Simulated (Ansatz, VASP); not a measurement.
Two plane-wave programs on Na2BrCl

The input INCAR:

```
ALGO     = Normal         # electronic algorithm
EDIFF    = 1E-6           # SCF threshold, eV
ENCUT    = 520            # plane-wave cutoff, eV
ISIF     = 2              # what is computed and relaxed
ISMEAR   = 0              # smearing method
LASPH    = T              # aspherical terms in the spheres
LCHARG   = F              # write CHGCAR
LREAL    = F              # projectors in reciprocal space
LWAVE    = F              # write WAVECAR
NBANDS   = 22             # bands
NELM     = 60             # most SCF steps
PREC     = Accurate       # precision mode
SIGMA    = 0.05           # smearing width, eV
```

The input KPOINTS:

```
k-points
0
Gamma
  9 9 9
```

Contents of POSCAR:

```
Na2BrCl
1.0
    1.9888625555      1.1482703318      6.6283147061
   -1.9888625555      1.1482703318      6.6283147061
    0.0000000000     -2.2965406636      6.6283147061
Na Br Cl
2 1 1
Direct
    0.2545086910      0.2545086910      0.2545086910
    0.7454913090      0.7454913090      0.7454913090
    0.5000000000      0.5000000000      0.5000000000
    0.0000000000      0.0000000000      0.0000000000
```

Input for Ansatz:

```yaml
crystal:
  lattice:
    - [1.9888625555, 1.1482703318, 6.6283147061]
    - [-1.9888625555, 1.1482703318, 6.6283147061]
    - [0.0, -2.2965406636, 6.6283147061]
  atoms:
    - { symbol: Na, position: [0.254508691, 0.254508691, 0.254508691] }
    - { symbol: Na, position: [0.745491309, 0.745491309, 0.745491309] }
    - { symbol: Br, position: [0.5, 0.5, 0.5] }
    - { symbol: Cl, position: [0.0, 0.0, 0.0] }
basis:
  ecutwfc: 420
kpoints:
  mp_grid: { grid: [9, 9, 9] }
hamiltonian:
  xc: lda
scf:
  occupations: { method: gaussian, width: 0.05 }
output:
  forces: true
  stress: true
  eigenvalues: true
```

Change from the starting cell: strain +0.0200 x Voigt [0, 0, 1, 0, 0, 0], atoms carried along.

Alike in both runs: task single point; functional LDA; k mesh 9 × 9 × 9; occupations gaussian, width 0.05 eV; no spin polarisation.

|  | VASP | Ansatz |
| --- | --- | --- |
| version | VASP 6.6.1 | Ansatz 0.2.0 |
| potentials or method | VASP PAW LDA potentials, release 64 (Na_pv, Br, Cl), cutoff 520 eV | scalar-relativistic, plane waves, PAW |
| valence electrons in the cell | 28 | 32 |

|  | VASP | Ansatz | Ansatz less VASP |
| --- | --- | --- | --- |
| gap on the k mesh at the Fermi level (eV) | 4.05 | 4.04 | -0.009 |
| least direct gap on the mesh (eV) | 4.05 | 4.04 | -0.009 |
| pressure (GPa) | -0.5 | -0.5 | -0.01 |
| traceless stress, the component that is largest in VASP (GPa) | -0.31 | -0.31 | 0.000 |
| rms of the force components (eV/Å) | 0.003 | 0.003 | +0.0003 |

LDA's correlation is that of Perdew and Zunger in VASP and of Perdew and Wang (1992) in Ansatz. Atom by atom the forces differ by 0.000 eV/Å (rms over components). VASP's potentials hold 28 valence electrons a cell and Ansatz's 32, so a difference there can come from the potentials and not from the codes.
